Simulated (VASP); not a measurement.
TiSi2:

```xyz
6
Lattice="0.0000 4.1175 4.2629 2.3895 0.0000 4.2629 2.3895 4.1175 0.0000" Properties=species:S:1:pos:R:3 pbc="T T T"
Ti    3.5843    6.1763    6.3943
Ti    2.3895    4.1175    4.2629
Si    1.1948    3.3975    2.1314
Si    1.1948    0.7200    2.1314
Si    2.3895    1.3387    4.2629
Si    2.3895    6.8963    4.2629
```

```yaml
Program: VASP 6.6.1
Task: relaxation of cell and atoms
Functional: PBEsol
Dispersion: D4
Potentials_or_basis: VASP PAW PBE potentials, release 64 (Ti_sv, Si)
Cutoff: 600 eV
k_mesh: 7 × 7 × 7
Occupations: fermi-dirac, width 0.05 eV
Spin: no spin polarisation
```

At the start: pressure -4.4 GPa; volume 13.98 Å³/atom.

Where does the relaxation end?

Over 8 steps the energy falls by 6.7 meV/atom and the volume is 13.55 Å³/atom (-3.1 %); space group Fddd (No. 70, to 0.1 Å) before and after.

The path:
```csv
step,energy change (eV),largest force (eV/Å),pressure (GPa),volume (Å³)
1,0.0000,0.0507,-4.38,83.88
2,-0.0129,0.0638,4.27,79.33
3,-0.0379,0.0583,0.17,81.32
4,-0.0394,0.0307,-0.04,81.33
5,-0.0396,0.0376,0.01,81.33
6,-0.0398,0.0243,0.00,81.34
7,-0.0399,0.0033,-0.02,81.35
8,-0.0400,0.0001,0.01,81.32
```

Final structure:
```
Ti Si
1.0
     0.00000    4.05347    4.23932
     2.36620    0.00000    4.23932
     2.36620    4.05347    0.00000
Ti Si
2 4
Direct
  0.75000 0.75000 0.75000
  0.50000 0.50000 0.50000
  0.41362 0.08638 0.41361
  0.08639 0.41362 0.08638
  0.16362 0.83638 0.16362
  0.83638 0.16362 0.83639
```

Caveat: the PAW data sets were made with another functional, which shifts forces and pressure a little.
